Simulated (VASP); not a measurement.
Here is a VASP 6.6.1 calculation.

File INCAR:

```
SYSTEM = ZrB2
ALGO     = Normal         ! electronic algorithm
EDIFF    = 1E-7           ! SCF threshold, eV
EDIFFG   = -0.04          ! ionic threshold
ENCUT    = 600            ! plane-wave cutoff, eV
GGA      = PE             ! functional
IBRION   = 2              ! ionic algorithm
ISIF     = 3              ! what is computed and relaxed
ISMEAR   = 0              ! smearing method
LASPH    = .True.         ! aspherical terms in the spheres
LCHARG   = .False.        ! write CHGCAR
LREAL    = .False.        ! projectors in reciprocal space
LWAVE    = .False.        ! write WAVECAR
NELM     = 80             ! most SCF steps
NSW      = 90             ! ionic steps
PREC     = Accurate       ! precision mode
SIGMA    = 0.1            ! smearing width, eV
```

The input KPOINTS:

```
k-points
0
Gamma
  6 6 6
  0 0 0
```

File POSCAR:

```
ZrB2
1.0
    0.0000000000      2.4817508606      2.4817508606
    2.4817508606      0.0000000000      2.4817508606
    2.4817508606      2.4817508606      0.0000000000
Zr B
1 2
Direct
    0.0000000000      0.0000000000      0.0000000000
    0.2500000000      0.2500000000      0.2500000000
    0.7500000000      0.7500000000      0.7500000000
```

Potentials or basis: VASP PAW PBE potentials, release 64 (Zr_sv, B).

The run is started by

```sh
$ cat potpaw_PBE.64/Zr_sv/POTCAR potpaw_PBE.64/B/POTCAR > POTCAR
$ mpirun -np 1 vasp_std > vasp.out
```

(1) Estimate the relaxed volume.

(2) What does it give for the band gap on the k mesh?

Answers

(1) 13.70 Å³/atom.

(2) zero (bands 9 and 10 overlap by 1.35 eV).

Caveat: the k points lie up to 0.33 Å⁻¹ apart in the final cell, too coarse for converged energies and pressures of a metal; the volume moved by over 15 % at a fixed basis, so the end points are rough.
